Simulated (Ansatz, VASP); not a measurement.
# Two plane-wave programs on Te2Mo

Contents of INCAR:

```
SYSTEM = Te2Mo
PREC = Accurate
ENCUT = 520
EDIFF = 1E-6
ISMEAR = -1
SIGMA = 0.02
LREAL = .False.
LASPH = .True.
NELM = 100
ALGO = Normal
ISIF = 2
LWAVE = .False.
LCHARG = .True.
GGA = PE
LELF = .True.
LVHAR = .True.
NBANDS = 20
```

File KPOINTS:

```
regular mesh
0
Gamma
  12 12 4
  0 0 0
```

File POSCAR:

```
Te2Mo
1.0
    3.5370947175      0.0000000000      0.0000000000
   -1.7685473587      3.0632138809      0.0000000000
    0.0000000000      0.0000000000      7.8269141206
Te Mo
2 1
Direct
    0.3333333333      0.6666666667      0.7705212926
    0.3333333333      0.6666666667      0.2294787074
    0.0000000000      0.0000000000      0.0000000000
```

Input for Ansatz:

```yaml
crystal:
  lattice:
    - [3.5370947175, 0.0, 0.0]
    - [-1.7685473587, 3.0632138809, 0.0]
    - [0.0, 0.0, 7.8269141206]
  atoms:
    - { symbol: Te, position: [0.3333333333, 0.6666666667, 0.7705212926] }
    - { symbol: Te, position: [0.3333333333, 0.6666666667, 0.2294787074] }
    - { symbol: Mo, position: [0.0, 0.0, 0.0] }
kpoints:
  mp_grid: { grid: [12, 12, 4] }
  band_path:
    path:
      - [0.0, 0.0, 0.0]
      - [0.5, 0.0, 0.0]
      - [0.3333333333, 0.3333333333, 0.0]
      - [0.0, 0.0, 0.5]
      - [0.5, 0.0, 0.5]
      - [0.3333333333, 0.3333333333, 0.5]
      - [0.192708, 0.192708, 0.0]
    npoints: 1
hamiltonian:
  xc: pbe
scf:
  occupations: { method: fermi_dirac, width: 0.02 }
  n_extra_bands: 4
output:
  forces: true
  stress: true
  eigenvalues: true
```

Alike in both runs: task single point; functional PBE; k mesh 12 × 12 × 4; occupations fermi-dirac, width 0.02 eV; no spin polarisation.

|  | VASP | Ansatz |
| --- | --- | --- |
| version | VASP 6.6.1 | Ansatz 0.2.0 |
| potentials or method | VASP PAW PBE potentials, release 64 (Te, Mo_sv) | plane waves, PAW |
| plane-wave cutoff (eV) | 520 | 420 |
| valence electrons in the cell | 26 | 46 |

```csv
,VASP,Ansatz,Ansatz less VASP
gap on the k mesh at the Fermi level (eV),1.06,1.06,+0.001
pressure (GPa),1.8,1.8,-0.01
"traceless stress, the component that is largest in VASP (GPa)",0.81,0.75,-0.060
rms of the force components (eV/Å),0.097,0.091,-0.0060
```

Atom by atom the forces differ by 0.006 eV/Å (rms over components). With one functional, cell and mesh, what is left measures potentials, basis and numerics. VASP's potentials hold 26 valence electrons a cell and Ansatz's 46, so a difference there can come from the potentials and not from the codes.

Neither program's run includes spin-orbit coupling.
